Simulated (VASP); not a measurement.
A run of VASP 6.6.1:

The input INCAR:

```
SYSTEM = Sr
  ALGO = Normal
  EDIFF = 1E-6
  ENCUT = 520
  GGA = PS
  ISIF = 2
  ISMEAR = 0
  LASPH = .TRUE.
  LCHARG = .FALSE.
  LREAL = .FALSE.
  LWAVE = .FALSE.
  NBANDS = 11
  NELM = 60
  PREC = Accurate
  SIGMA = 0.03
```

File KPOINTS:

```
k-points
0
G
  10 10 10
  0 0 0
```

POSCAR

```
Sr
1.0
    0.0000000000      2.8141737500      3.0423500000
    3.2705262500      0.0000000000      3.0423500000
    3.2705262500      2.8141737500      0.0000000000
Sr
1
Direct
    0.0000000000      0.0000000000      0.0000000000
```

Potentials or basis: VASP PAW PBE potentials, release 64 (Sr_sv).

The run is started by

```console
$ cat potpaw_PBE.64/Sr_sv/POTCAR > POTCAR
$ mpirun -np 1 vasp_std > vasp.out
```

Hardware: 1 thread of AMD EPYC 7R13 (shared host).

Task: How long does it take, and how much memory?

Result: It took 110 s on 1 thread of AMD EPYC 7R13, with other jobs on the host, peak memory 0.26 GiB. Counts: scf iterations 11, k points 171.
